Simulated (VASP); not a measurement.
The system is TiAl.

```
Ti Al
1.0
     2.84802    0.00000    0.00000
    -1.42401    2.46646    0.00000
     0.00000    0.00000    4.64669
Ti Al
1 1
Direct
  0.00000 0.00000 0.00000
  0.33333 0.66667 0.50000
```

Base run:

| Property | Result |
| --- | --- |
| Program | VASP 6.6.1 |
| Functional | PBE |
| Potentials or basis | VASP PAW PBE potentials, release 64 (Ti_sv, Al) |
| Cutoff | 520 eV |
| k mesh | 11 × 11 × 6 |
| Occupations | fermi-dirac, width 0.05 eV |
| Spin | no spin polarisation |

Its results: pressure 2.4 GPa.

Question: The run is repeated on the same cell with these changes: functional from PBE to LDA; potentials or basis from VASP PAW PBE potentials, release 64 (Ti_sv, Al) to VASP PAW LDA potentials, release 64 (Ti_sv, Al). What comes out?

Answer: Pressure -4.1 GPa.
